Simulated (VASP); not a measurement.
# SnO2 (Pnnm) in VASP: further runs, part 2 of 2

VASP 6.6.1.

### Step 3. Single point, PBE (atoms displaced along a vibrational mode, the cell strained)

Contents of INCAR:

```
PREC = Accurate
ENCUT = 520
EDIFF = 1E-7
ISMEAR = 0
SIGMA = 0.05
LREAL = F
LASPH = T
NELM = 100
ALGO = Normal
ISIF = 2
LWAVE = F
LCHARG = F
GGA = PE
NBANDS = 35
```

Contents of KPOINTS:

```
Automatic mesh
0
Gamma
  6 6 8
```

Contents of POSCAR:

```
SnO2
1.0
    4.8840370816      0.0000000000      0.0000000000
    0.0000000000      4.8840509251      0.0000000000
    0.0000000000      0.0000000000      3.1624583641
Sn O
2 4
Direct
    0.5000000000      0.5000000000      0.5000000000
    0.0000000000      0.0000000000      0.0000000000
    0.2696607915      0.3435373615      0.0000000000
    0.7696607915      0.1564626385      0.5000000000
    0.2303392085      0.8435373615      0.5000000000
    0.7303392085      0.6564626385      0.0000000000
```

Potentials or basis: VASP PAW PBE potentials, release 64 (Sn_d, O).

Command:

```sh
$ cat potpaw_PBE.64/Sn_d/POTCAR potpaw_PBE.64/O/POTCAR > POTCAR
$ mpirun -np 1 vasp_std > vasp.out
```

OUTCAR:

```text
PREC = Accurate
   ENCUT = 520
   EDIFF = 1E-7
   ISMEAR = 0
   LREAL = F
   LASPH = T
   NELM = 100
   ISIF = 2
   GGA = PE

 ion  position               nearest neighbor table
   1  0.500  0.500  0.500-   3 2.09   6 2.09   3 2.09   6 2.09   5 2.13   4 2.13
   2  0.000  0.000  0.000-   4 2.09   5 2.09   4 2.09   5 2.09   3 2.13   6 2.13
   3  0.270  0.344  0.000-   1 2.09   1 2.09   2 2.13
   4  0.770  0.156  0.500-   2 2.09   2 2.09   1 2.13
   5  0.230  0.844  0.500-   2 2.09   2 2.09   1 2.13
   6  0.730  0.656  0.000-   1 2.09   1 2.09   2 2.13

  LATTYP: Found a simple tetragonal cell.
[... 1119 lines left out ...]
  -------------------------------------------------------------------------------------
  Total       -2.0453372     -0.6467687      2.1937271     -0.0000000      0.0000000      0.0000000
  in kB      -43.4401736    -13.7364851     46.5917726     -0.0000000      0.0000000      0.0000000
  external PRESSURE =      -3.5282954 kB  Pullay stress =       0.0000000 kB

 VOLUME and BASIS-vectors are now :
 -----------------------------------------------------------------------------
  energy-cutoff  :      520.00
  volume of cell :       75.44
      direct lattice vectors                 reciprocal lattice vectors
     4.884037082  0.000000000  0.000000000     0.204748650  0.000000000  0.000000000
     0.000000000  4.884050925  0.000000000     0.000000000  0.204748070  0.000000000
     0.000000000  0.000000000  3.162458364     0.000000000  0.000000000  0.316209697

 POSITION                                       TOTAL-FORCE (eV/Angst)
 -----------------------------------------------------------------------------------
      2.44202      2.44203      1.58123         0.000000      0.000000      0.000000
      0.00000      0.00000      0.00000         0.000000      0.000000      0.000000
      1.31703      1.67785      0.00000         0.254135     -0.141211      0.000000
      3.75905      0.76417      1.58123         0.254135      0.141211      0.000000
      1.12499      4.11988      1.58123        -0.254135     -0.141211     -0.000000
      3.56700      3.20620      0.00000        -0.254135      0.141211     -0.000000
 -----------------------------------------------------------------------------------
    total drift:                                0.000000      0.000000      0.000000

  FREE ENERGIE OF THE ION-ELECTRON SYSTEM (eV)
  ---------------------------------------------------
  free  energy   TOTEN  =       -37.1536654051 eV

  energy  without entropy=      -37.1536654051  energy(sigma->0) =      -37.15366541
```

stdout:

```text
POSCAR found type information on POSCAR SnO
 POSCAR found :  2 types and       6 ions
 scaLAPACK will be used
 LDA part: xc-table for (Slater+PW92), standard interpolation
 POSCAR, INCAR and KPOINTS ok, starting setup
 FFT: planning ... GRIDC
 FFT: planning ... GRID_SOFT
 FFT: planning ... GRID
 WAVECAR not read
 entering main loop
```

It took 6 min on 1 thread of AMD EPYC 7R13, shared host; peak memory 0.29 GiB.

What came out:

```
Free energy            : -37.1537 eV
Pressure               : -0.4 GPa
Largest force          : 0.291 eV/Å
Band gap on the k mesh : 1.12 eV (least direct gap 1.21 eV)
```

Forces in eV/Å, atoms in the order of the input:
```
Sn   0.000  0.000  0.000
Sn   0.000  0.000  0.000
O    0.254 -0.141  0.000
O    0.254  0.141  0.000
O   -0.254 -0.141  0.000
O   -0.254  0.141  0.000
```

Stress tensor (GPa, compression positive):
```
-4.34  0.00  0.00
 0.00 -1.37  0.00
 0.00  0.00  4.66
```

Caveat: the cell differs from its parent crystal (atoms displaced along a vibrational mode, the cell strained); the stress differs along the axes, from -4 to 5 GPa; spin-orbit coupling is left out, which moves the levels of the heavy elements. A k mesh can miss the band edges.

### Step 4. Single point, PBE (atoms displaced along a vibrational mode, the cell strained)

Contents of INCAR:

```
  PREC = Accurate
  ENCUT = 520
  EDIFF = 1E-6
  ISMEAR = 0
  SIGMA = 0.05
  LREAL = F
  LASPH = T
  NELM = 80
  ALGO = Normal
  ISIF = 2
  LWAVE = F
  LCHARG = F
  GGA = PE
  NBANDS = 35
```

KPOINTS is that of step 3.

Contents of POSCAR:

```
SnO2
1.0
    4.8840370816      0.0000000000      0.0000000000
    0.0000000000      4.8840509251      0.0000000000
    0.0000000000      0.0000000000      3.1624583641
Sn O
2 4
Direct
    0.5000000000      0.5000000000      0.5000000000
    0.0000000000      0.0000000000      0.0000000000
    0.3434840913      0.2697233079      0.0000000000
    0.8434840913      0.2302766921      0.5000000000
    0.1565159087      0.7697233079      0.5000000000
    0.6565159087      0.7302766921      0.0000000000
```

Command:

```sh
$ cat potpaw_PBE.64/Sn_d/POTCAR potpaw_PBE.64/O/POTCAR > POTCAR
$ mpirun -np 1 vasp_std > vasp.out
```

Run time: 5.8 min. Hardware: 1 thread of AMD EPYC 7R13, shared host; peak memory 0.29 GiB.

The run converged. Its results:

| Item | Value |
| --- | --- |
| Free energy | -37.1541 eV |
| Pressure | -0.3 GPa |
| Largest force | 0.290 eV/Å |
| Band gap on the k mesh | 1.12 eV (least direct gap 1.21 eV) |

Forces on the atoms (eV/Å):
```
Sn   0.000  0.000  0.000
Sn   0.000  0.000  0.000
O   -0.141  0.253  0.000
O   -0.141 -0.253  0.000
O    0.141  0.253  0.000
O    0.141 -0.253  0.000
```

Stress tensor (GPa, compression positive):
```
-1.37  0.00  0.00
 0.00 -4.33  0.00
 0.00  0.00  4.67
```

Levels at points of the mesh, in eV from the valence-band top:
| k point | band 24 | band 25 | band 26 | band 27 | band 28 | band 29 |
| --- | --- | --- | --- | --- | --- | --- |
| (0.00, 0.00, 0.00) | -0.54 | -0.29 | -0.09 | 1.12 | 6.01 | 6.47 |
| (0.50, 0.00, 0.00) | -0.84 | -0.55 | -0.55 | 4.17 | 4.17 | 7.81 |
| (0.00, 0.50, 0.00) | -0.84 | -0.09 | -0.09 | 3.76 | 3.76 | 6.77 |
| (0.50, 0.50, 0.00) | -0.97 | -0.55 | -0.55 | 4.53 | 4.53 | 7.38 |
| (0.00, 0.00, 0.50) | -1.29 | -0.71 | -0.71 | 5.60 | 5.60 | 9.22 |
| (0.50, 0.00, 0.50) | -0.98 | -0.40 | -0.40 | 5.67 | 5.67 | 7.22 |
| (0.00, 0.50, 0.50) | -0.78 | -0.62 | -0.62 | 5.92 | 5.92 | 7.72 |
| (0.50, 0.50, 0.50) | -0.74 | -0.44 | -0.44 | 4.44 | 4.44 | 8.79 |

Caveat: the cell differs from its parent crystal (atoms displaced along a vibrational mode, the cell strained); the stress differs along the axes, from -4 to 5 GPa; spin-orbit coupling is left out, which moves the levels of the heavy elements.

### Step 5. Overview

| cell | gap on the mesh (eV) | pressure (GPa) | largest force (eV/Å) |
| --- | --- | --- | --- |
| a = 4.772, b = 4.772, c = 3.313 Å, 6 atoms, atomic positions A | 0.96 | -2.6 | 0.35 |
| a = 4.884, b = 4.884, c = 3.162 Å, 6 atoms, atomic positions B | 1.12 | -0.4 | 0.29 |
| a = 4.884, b = 4.884, c = 3.162 Å, 6 atoms, atomic positions A | 1.12 | -0.3 | 0.29 |

Alike in all rows: task single point; level PBE; potentials or basis VASP PAW PBE potentials, release 64 (Sn_d, O); no spin polarisation; k mesh 6 × 6 × 8; cutoff (eV) 520; smearing gaussian 0.05 eV.

Caveats: spin-orbit coupling is left out, which moves the levels of the heavy elements; the stress differs along the axes, from -4 to 5 GPa (at least some runs); the stress differs along the axes, from -7 to 1 GPa (at least some runs).

Total energies depend on the potentials used, so only differences within one code and one set of settings carry meaning.
